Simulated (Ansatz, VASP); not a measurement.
## Two plane-wave programs on RbCo2Si2

Contents of POSCAR:

```
RbCo2Si2
1.0
    0.0000000000      4.2026130000      0.0000000000
    4.2026130000      0.0000000000      0.0000000000
    2.1013070000      2.1013070000     -5.2715710000
Rb Si Co
1 2 2
Direct
    0.0000000000      0.0000000000      0.0000000000
    0.3800000000      0.3800000000      0.2400000000
    0.6200000000      0.6200000000      0.7600000000
    0.7500000000      0.2500000000      0.5000000000
    0.2500000000      0.7500000000      0.5000000000
```

The input INCAR.step1:

```
PREC = Accurate
ENCUT = 520
ISMEAR = -1
SIGMA = 0.1
LREAL = F
LASPH = T
NELM = 60
NBANDS = 26
GGA = PE
ALGO = Normal
EDIFF = 1E-4
LWAVE = T
LCHARG = F
```

File INCAR.step2:

```
PREC = Accurate
ENCUT = 520
EDIFF = 1E-7
ISMEAR = -1
SIGMA = 0.1
LREAL = F
LASPH = T
NELM = 60
ALGO = Normal
ISIF = 2
LWAVE = F
LCHARG = F
METAGGA = R2SCAN
LMIXTAU = T
NBANDS = 26
ISTART = 1
```

KPOINTS

```
regular mesh
0
Gamma
  9 9 9
```

Input for Ansatz:

```yaml
crystal:
  lattice:
    - [0.0, 4.202613, 0.0]
    - [4.202613, 0.0, 0.0]
    - [2.101307, 2.101307, -5.271571]
  atoms:
    - { symbol: Rb, position: [0.0, 0.0, 0.0] }
    - { symbol: Si, position: [0.38, 0.38, 0.24] }
    - { symbol: Si, position: [0.62, 0.62, 0.76] }
    - { symbol: Co, position: [0.75, 0.25, 0.5] }
    - { symbol: Co, position: [0.25, 0.75, 0.5] }
  symmetry: { tolerance: 0.0003 }
kpoints:
  mp_grid: { grid: [9, 9, 9], shift: [0, 0, 0] }
  band_path:
    path:
      - [0.0, 0.0, 0.0]
      - [0.5, 0.5, 0.5]
      - [0.5, 0.5, 0.25]
      - [0.0, 0.5, 0.0]
      - [0.0, 0.0, 0.0]
      - [0.0, 0.0, -0.5]
      - [0.0, 0.42055461, -0.28972269]
      - [0.0, 0.57944539, 0.28972269]
      - [0.0, 0.0, 0.0]
      - [0.5, 0.5, 0.5]
      - [0.42055461, 0.57944539, 0.5]
    npoints: 14
magnetization:
  spin_polarized: false
scf:
  occupations: { method: fermi_dirac }
  lower_state_search: "off"
  max_iter: 200
hamiltonian:
  pseudopotentials: { kind: paw }
  xc: r2scan
basis:
  ecutwfc: 500
  fft_grid_basis: typed
output:
  forces: true
  stress: true
  eigenvalues: true
  bader: true
  populations: true
  elf: true
  write_potential: true
  volumetric_format: npy
  dos:
    e_range: [-12, 8]
    de: 0.05
    projected: { site_lists: { Co: [Co], Rb: [Rb], Si: [Si] } }
  write_density: true
checkpoint:
  read: saved_state
```

Alike in both runs: task single point; functional r2SCAN; k mesh 9 × 9 × 9; no spin polarisation.

```csv
,VASP,Ansatz
version,VASP 6.6.1,Ansatz 0.2.0
potentials or method,"VASP PAW PBE potentials, release 64 (Rb_sv, Si, Co), cutoff 520 eV",PAW plane waves
occupations,"fermi-dirac, width 0.1 eV",fermi-dirac
valence electrons in the cell,35,51
```

```tsv
	VASP	Ansatz	Ansatz less VASP
pressure (GPa)	-10.0	-10.2	-0.16
traceless stress, the component that is largest in VASP (GPa)	0.92	1.13	+0.210
rms of the force components (eV/Å)	1.104	1.112	+0.0086
```

VASP's potentials were made for PBE, not for r2SCAN. Atom by atom the forces differ by 0.009 eV/Å (rms over components). VASP's potentials hold 35 valence electrons a cell and Ansatz's 51, so a difference there can come from the potentials and not from the codes.
